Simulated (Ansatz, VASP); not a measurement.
**Two plane-wave programs on NaHF2**

INCAR

```
SYSTEM = NaHF2
PREC = Accurate
ENCUT = 970
EDIFF = 1E-6
ISMEAR = 0
SIGMA = 0.05
LREAL = .False.
LASPH = .True.
NELM = 120
ALGO = Normal
ISIF = 2
LWAVE = .False.
LCHARG = .False.
GGA = PS
NBANDS = 20
GGA_COMPAT = .False.
```

The input KPOINTS:

```
Automatic mesh
0
Gamma
  9 9 9
  0 0 0
```

File POSCAR:

```
NaHF2
1.0
    1.7284452171      0.9979183114      4.4069271639
   -1.7284452171      0.9979183114      4.4069271639
    0.0000000000     -1.9958366228      4.4069271639
Na H F
1 1 2
Direct
    0.0000000000      0.0000000000      0.0000000000
    0.5000000000      0.5000000000      0.5000000000
    0.4100000000      0.4100000000      0.4100000000
    0.5900000000      0.5900000000      0.5900000000
```

Input for Ansatz:

```yaml
crystal:
  lattice:
    - [1.7284452171, 0.9979183114, 4.4069271639]
    - [-1.7284452171, 0.9979183114, 4.4069271639]
    - [0.0, -1.9958366228, 4.4069271639]
  atoms:
    - { symbol: Na, position: [0.0, 0.0, 0.0] }
    - { symbol: H, position: [0.5, 0.5, 0.5] }
    - { symbol: F, position: [0.41, 0.41, 0.41] }
    - { symbol: F, position: [0.59, 0.59, 0.59] }
basis:
  ecutwfc: 420
kpoints:
  mp_grid: { grid: [9, 9, 9] }
hamiltonian:
  xc: pbesol
scf:
  occupations: { method: gaussian, width: 0.05 }
output:
  forces: true
  stress: true
  eigenvalues: true
```

Change from the starting cell: strain +0.000 along x and y, -0.050 along z, atoms carried along.

Alike in both runs: task single point; functional PBEsol; k mesh 9 × 9 × 9; occupations gaussian, width 0.05 eV; no spin polarisation.

|  | VASP | Ansatz |
| --- | --- | --- |
| version | VASP 6.6.1 | Ansatz 0.2.0 |
| potentials or method | VASP PAW PBE potentials, release 64 (Na_sv, H, F), cutoff 970 eV | scalar-relativistic, plane waves, PAW |
| valence electrons in the cell | 24 | 24 |

```csv
,VASP,Ansatz,Ansatz less VASP
gap on the k mesh at the Fermi level (eV),6.90,6.92,+0.022
least direct gap on the mesh (eV),7.07,7.09,+0.015
pressure (GPa),-0.1,0.0,+0.13
"traceless stress, the component that is largest in VASP (GPa)",-5.47,-5.75,-0.279
rms of the force components (eV/Å),0.608,0.623,+0.0143
```

VASP's potentials were made for PBE, not for PBEsol. Atom by atom the forces differ by 0.014 eV/Å (rms over components).
